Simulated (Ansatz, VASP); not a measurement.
**ZrSbCl3 in VASP and in Ansatz**

```
Sb Cl Zr
1.0
     3.57330    3.57755    0.00000
     3.57330   -3.57755    0.00000
     0.00000    0.00000   -5.01596
Sb Cl Zr
1 3 1
Direct
  0.08024 0.91976 0.00000
  0.52802 0.08100 0.50000
  0.91900 0.47198 0.50000
  0.50727 0.49273 0.00000
  0.35847 0.64153 0.50000
```

Alike in both runs: functional r2SCAN; k mesh 6 × 6 × 6; no spin polarisation.

Ansatz relaxed the structure, and its values are those at the end. VASP's run is a single point on that final structure, the one shown.

```csv
,VASP,Ansatz
version,VASP 6.6.1,Ansatz 0.2.0
potentials or method,"VASP PAW PBE potentials, release 64 (Sb, Cl, Zr_sv), cutoff 520 eV",PAW plane waves
occupations,"fermi-dirac, width 0.1 eV",fermi-dirac
valence electrons in the cell,38,48
```

Ansatz gave:

* pressure (GPa): 1.0
* rms of the force components (eV/Å): 0.007

Q: Which values does VASP return?

A: Pressure (GPa): 0.9; rms of the force components (eV/Å): 0.009.

VASP's potentials were made for PBE, not for r2SCAN. VASP's potentials hold 38 valence electrons a cell and Ansatz's 48, so a difference there can come from the potentials and not from the codes. Ansatz's warnings: stress scf threshold loose.

Neither program's run includes spin-orbit coupling.
